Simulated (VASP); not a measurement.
Write the native input for VASP 6.6.1 that does the following.

| Item | Value |
| --- | --- |
| Task | single point |
| Functional | PBE |
| Potentials or basis | VASP PAW PBE potentials, release 64 (Cu, I) |
| Cutoff | 520 eV |
| k mesh | 2 × 2 × 2 |
| Occupations | gaussian, width 0.1 eV |
| Spin | no spin polarisation |
| Hubbard terms | Cu d U = 6.1 eV, J = 0.43 eV |
| Dipole correction | no |
| LDAUTYPE | 1 |
| Hund's J | 0.43 |
| Further INCAR settings | ALGO = Normal; EDIFF = 1e-07; NBANDS = 20 |

The structure of CuI2 lies in POSCAR:

```
CuI2
1.0
    5.2003840000      0.0000000000      0.0000000000
    0.0000000000      5.2003840000      0.0000000000
    0.0000000000      0.0000000000      4.5441700000
Cu I
1 2
Direct
    0.0000000000      0.0000000000      0.0000000000
    0.0000000000      0.5000000000      0.0000000000
    0.5000000000      0.0000000000      0.0000000000
```

These files were run (other wordings do the same):

INCAR

```
  PREC = Accurate
  ENCUT = 520
  EDIFF = 1E-7
  ISMEAR = 0
  SIGMA = 0.1
  LREAL = F
  LASPH = T
  NELM = 150
  ALGO = Normal
  ISIF = 2
  LWAVE = F
  LCHARG = F
  LMAXMIX = 4
  LDAU = T
  LDAUTYPE = 1
  LDAUL = 2 -1
  LDAUU = 6.1 0
  LDAUJ = 0.43 0
  LDAUPRINT = 1
  GGA = PE
  NBANDS = 20
```

KPOINTS

```
Automatic mesh
0
Gamma
  2 2 2
```

Potentials or basis: VASP PAW PBE potentials, release 64 (Cu, I).

Launch:

```console
$ cat potpaw_PBE.64/Cu/POTCAR potpaw_PBE.64/I/POTCAR > POTCAR
$ mpirun -np 1 vasp_std > vasp.out
```

It gave:

```yaml
Pressure: 0.2 GPa
```

Caveat: the k points lie up to 0.69 Å⁻¹ apart; this functional lacks dispersion, which binds the layers, so the pressure and a relaxed spacing across them are unreliable; an odd number of electrons without spin polarisation forces a metal; a magnetic or distorted state may lie lower; U without spin polarisation on a metal has little footing.

Wall time 14 s on 1 thread of AMD EPYC 7R13 Processor (Zen 3), with other jobs on the host, peak memory 0.2 GiB.
